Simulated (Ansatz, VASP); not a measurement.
## Ti6H in VASP and in Ansatz

```
CELL_PARAMETERS angstrom
5.66395 0.00000 0.00000
0.00000 4.57935 0.00000
0.00000 0.00000 24.55069
ATOMIC_POSITIONS crystal
Ti 0.25000 0.00000 0.16293
Ti 0.75000 0.00000 0.16293
Ti 0.00000 0.50000 0.21677
Ti 0.50000 0.50000 0.21677
Ti 0.25000 0.00000 0.27062
Ti 0.75000 0.00000 0.27062
Ti 0.25000 0.50000 0.32566
Ti 0.75000 0.50000 0.32566
Ti 0.00000 0.00000 0.37797
Ti 0.50000 0.00000 0.37797
Ti 0.25000 0.50000 0.42975
Ti 0.75000 0.50000 0.42975
H 0.80270 0.00000 0.44808
H 0.19730 0.00000 0.44808
```

Alike in both runs: task single point; functional PBE; k mesh 5 × 6 × 1; occupations gaussian, width 0.1 eV; no spin polarisation.

|  | VASP | Ansatz |
| --- | --- | --- |
| version | VASP 6.6.1 | Ansatz 0.2.0 |
| potentials or method | VASP PAW PBE potentials, release 64 (Ti_sv, H), cutoff 520 eV | scalar-relativistic, plane waves, PAW |
| valence electrons in the cell | 146 | 146 |

```tsv
	VASP	Ansatz	Ansatz less VASP
gap on the k mesh at the Fermi level (eV)	none	none	-
rms of the force components (eV/Å)	0.324	0.325	+0.0008
```

Atom by atom the forces differ by 0.004 eV/Å (rms over components). A gap of «none» marks a metal or a gap that the smearing closes. The functional is the same, so the differences come from potentials, cutoffs and numerics.
